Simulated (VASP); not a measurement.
Write the native input for VASP 6.6.1 that does the following.

- Task: single point
- Functional: r2SCAN
- Dispersion: rVV10
- Potentials or basis: VASP PAW PBE potentials, release 64 (Na_pv, H)
- Cutoff: 520 eV
- k mesh: 12 × 12 × 6
- Occupations: fermi-dirac, width 0.03 eV
- Spin: no spin polarisation
- Dipole correction: no
- Further INCAR settings: ALGO = Normal; EDIFF = 1e-07; NBANDS = 16

Crystal: NaH.

```
CELL_PARAMETERS angstrom
3.93829 0.00000 0.00000
-1.96914 3.41066 0.00000
0.00000 0.00000 4.81283
ATOMIC_POSITIONS crystal
Na 0.33333 0.66667 0.25000
Na 0.66667 0.33333 0.75000
H 0.66667 0.33333 0.25000
H 0.33333 0.66667 0.75000
```

One way to write it, as run:

POSCAR

```
NaH
1.0
    3.9382871422      0.0000000000      0.0000000000
   -1.9691435711      3.4106567126      0.0000000000
    0.0000000000      0.0000000000      4.8128279887
Na H
2 2
Direct
    0.3333333333      0.6666666667      0.2500000000
    0.6666666667      0.3333333333      0.7500000000
    0.6666666667      0.3333333333      0.2500000000
    0.3333333333      0.6666666667      0.7500000000
```

INCAR.step1

```
PREC = Accurate
ENCUT = 520
ISMEAR = -1
SIGMA = 0.03
LREAL = F
LASPH = T
NELM = 60
NBANDS = 16
GGA = PE
ALGO = Normal
EDIFF = 1E-4
LWAVE = T
LCHARG = F
```

INCAR.step2

```
PREC = Accurate
ENCUT = 520
EDIFF = 1E-7
ISMEAR = -1
SIGMA = 0.03
LREAL = F
LASPH = T
NELM = 60
ALGO = Normal
ISIF = 2
LWAVE = F
LCHARG = F
METAGGA = R2SCAN
LMIXTAU = T
LUSE_VDW = T
IVDW_NL = 2
BPARAM = 11.95
CPARAM = 0.0093
NBANDS = 16
ISTART = 1
```

KPOINTS

```
regular mesh
0
Gamma
  12 12 6
```

Potentials or basis: VASP PAW PBE potentials, release 64 (Na_pv, H).

The run is started by

```bash
$ cat potpaw_PBE.64/Na_pv/POTCAR potpaw_PBE.64/H/POTCAR > POTCAR
$ cp INCAR.step1 INCAR
$ mpirun -np 1 vasp_std > vasp.out
$ cp INCAR.step2 INCAR
$ mpirun -np 1 vasp_std > vasp.out
```

It gave:

* Pressure: -0.2 GPa
* Band gap on the k mesh: 3.60 eV, indirect (least direct gap 4.38 eV)

Caveat: the PAW data sets were made with another functional, which shifts forces and pressure a little.

Wall time 3.5 min on 1 thread of Intel(R) Xeon(R) Platinum 8488C (Sapphire Rapids), on a shared host, peak memory 0.34 GiB.
